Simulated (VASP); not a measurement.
## Br: single point with PBE

Br:

```xyz
3
Lattice="4.5502 0.0000 0.0000 0.0000 4.5502 0.0000 0.0000 0.0000 4.5502" Properties=species:S:1:pos:R:3 pbc="T T T"
Br    2.2751    0.0000    0.0000
Br    0.0000    2.2751    0.0000
Br    0.0000    0.0000    2.2751
```

| Quantity | Value |
| --- | --- |
| Program | VASP 6.6.1 |
| Task | single point |
| Functional | PBE |
| Potentials or basis | VASP PAW PBE potentials, release 64 (Br) |
| Cutoff | 520 eV |
| k mesh | 10 × 10 × 10 |
| Occupations | gaussian, width 0.1 eV |
| Spin | no spin polarisation |

The pressure is 0.0 GPa.

Levels at points of the mesh, in eV from the Fermi level:
| k point | band 6 | band 7 | band 8 | band 9 | band 10 | band 11 | band 12 | band 13 | band 14 | band 15 |
| --- | --- | --- | --- | --- | --- | --- | --- | --- | --- | --- |
| (0.00, 0.00, 0.00) | -3.84 | -1.00 | -1.00 | -1.00 | 0.33 | 0.33 | 0.33 | 4.98 | 7.29 | 8.23 |
| (0.50, 0.00, 0.00) | -2.40 | -2.05 | -1.81 | -1.81 | -1.49 | -0.09 | -0.09 | 7.33 | 8.16 | 9.46 |
| (0.50, 0.50, 0.00) | -2.12 | -1.91 | -1.91 | -1.74 | -1.74 | 0.25 | 0.52 | 8.18 | 8.78 | 10.18 |
| (0.50, 0.50, 0.50) | -3.75 | -3.75 | 0.30 | 0.30 | 0.54 | 0.54 | 0.54 | 5.46 | 9.44 | 9.44 |

Wall time 44 s on 1 thread of Intel(R) Xeon(R) Platinum 8259CL CPU @ 2.50GHz (Skylake/Cascade Lake), with other jobs on the host, peak memory 0.23 GiB.

Caveat: an odd number of electrons without spin polarisation forces a metal; a magnetic or distorted state may lie lower.
